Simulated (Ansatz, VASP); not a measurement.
# Two plane-wave programs on Te5Pd

INCAR

```
PREC = Accurate
ENCUT = 600
EDIFF = 1E-6
ISMEAR = 0
SIGMA = 0.1
LREAL = F
LASPH = T
NELM = 100
ALGO = Normal
ISIF = 3
LWAVE = F
LCHARG = F
GGA = PE
IBRION = 2
NSW = 100
EDIFFG = -0.01
```

Contents of KPOINTS:

```
regular mesh
0
Gamma
  8 8 8
```

Contents of POSCAR:

```
Te5Pd
1.0
    0.0000000000      4.5523315700      4.5523315700
    4.5523315700      0.0000000000      4.5523315700
    4.5523315700      4.5523315700      0.0000000000
Te Pd
5 1
Direct
    0.3750000000      0.3750000000      0.8750000000
    0.3750000000      0.8750000000      0.3750000000
    0.8750000000      0.3750000000      0.3750000000
    0.3750000000      0.3750000000      0.3750000000
    0.7500000000      0.7500000000      0.7500000000
    0.0000000000      0.0000000000      0.0000000000
```

Input for Ansatz:

```yaml
crystal:
  lattice:
    - [0.0, 4.55233157, 4.55233157]
    - [4.55233157, 0.0, 4.55233157]
    - [4.55233157, 4.55233157, 0.0]
  atoms:
    - { symbol: Te, position: [0.375, 0.375, 0.875] }
    - { symbol: Te, position: [0.375, 0.875, 0.375] }
    - { symbol: Te, position: [0.875, 0.375, 0.375] }
    - { symbol: Te, position: [0.375, 0.375, 0.375] }
    - { symbol: Te, position: [0.75, 0.75, 0.75] }
    - { symbol: Pd, position: [0.0, 0.0, 0.0] }
basis:
  ecutwfc: 420
kpoints:
  mp_grid: { grid: [8, 8, 8] }
hamiltonian:
  xc: pbe
scf:
  occupations: { method: gaussian, width: 0.1 }
output:
  forces: true
  stress: true
  eigenvalues: true
relax:
  adjacent_minimum: "off"
  f_tol: 0.01
  max_steps: 80
  cell: { stress_tol: 0.05 }
```

Change from the starting cell: species swapped into the Be5Au type (F-43m, No. 216).

Alike in both runs: task relaxation of cell and atoms; functional PBE; k mesh 8 × 8 × 8; occupations gaussian, width 0.1 eV; no spin polarisation.

|  | VASP | Ansatz |
| --- | --- | --- |
| version | VASP 6.6.1 | Ansatz 0.2.0 |
| potentials or method | VASP PAW PBE potentials, release 64 (Te, Pd), cutoff 600 eV | scalar-relativistic, plane waves, PAW |
| valence electrons in the cell | 40 | 98 |

```tsv
	VASP	Ansatz	Ansatz less VASP
gap on the k mesh at the Fermi level, each at its own relaxed structure (eV)	none	none	-
relaxed volume (Å³/atom)	28.86	28.93	+0.068
relaxed cell length with the largest relative difference (Å)	6.256	6.261	+0.0049
```

A gap of «none» marks a metal or a gap that the smearing closes. VASP's potentials hold 40 valence electrons a cell and Ansatz's 98, so a difference there can come from the potentials and not from the codes.

Neither program's run includes spin-orbit coupling.
